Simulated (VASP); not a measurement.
Wanted: the native input for a VASP 6.6.1 run.

```
Task                   : single point
Functional             : PBE
Potentials or basis    : VASP PAW PBE potentials, release 64 (Ge_d, Sb, Se)
Cutoff                 : 520 eV
k mesh                 : 6 × 6 × 2
Occupations            : gaussian, width 0.1 eV
Spin                   : no spin polarisation
Dipole correction      : no
Further INCAR settings : ALGO = Normal; EDIFF = 1e-07; NBANDS = 30
```

The structure of Ge2Sb2Se lies in POSCAR:

```
Ge2Sb2Se
1.0
    4.3781997600      0.0000000000      0.0000000000
   -2.1890998800      3.7916322200      0.0000000000
    0.0000000000      0.0000000000      8.2647736500
Ge Sb Se
2 2 1
Direct
    0.3333333300      0.6666666700      0.5000000000
    0.6666666700      0.3333333300      0.0000000000
    0.0000000000      0.0000000000      0.2818453200
    0.0000000000      0.0000000000      0.7181546800
    0.3333333300      0.6666666700      0.0000000000
```

The cell was built from a structure type or drawn by symmetry, and may not be a known phase.

The input as run:

INCAR

```
SYSTEM = Ge2Sb2Se
PREC = Accurate
ENCUT = 520
EDIFF = 1E-7
ISMEAR = 0
SIGMA = 0.1
LREAL = .False.
LASPH = .True.
NELM = 80
ALGO = Normal
ISIF = 2
LWAVE = .False.
LCHARG = .True.
GGA = PE
LELF = .True.
LVHAR = .True.
NBANDS = 30
```

KPOINTS

```
Automatic mesh
0
Gamma
  6 6 2
  0 0 0
```

Potentials or basis: VASP PAW PBE potentials, release 64 (Ge_d, Sb, Se).

Run with:

```console
$ cat potpaw_PBE.64/Ge_d/POTCAR potpaw_PBE.64/Sb/POTCAR potpaw_PBE.64/Se/POTCAR > POTCAR
$ mpirun -np 1 vasp_std > vasp.out
```

Results of the run:

```json
{
 "Pressure": "-1.8 GPa",
 "Largest force": "1.060 eV/Å",
 "Band gap on the k mesh": "zero (bands 22 and 23 overlap by 0.58 eV)"
}
```

Caveat: the k points lie up to 0.38 Å⁻¹ apart, too coarse for converged energies and pressures of a metal; spin-orbit coupling is left out, which moves the levels of the heavy elements; forces of over 1 eV/Å act on the atoms, so gaps and moduli don't describe the material at rest.

It took 2.1 min on 1 thread of Intel Xeon 8259CL, on a shared host, peak memory 0.3 GiB.
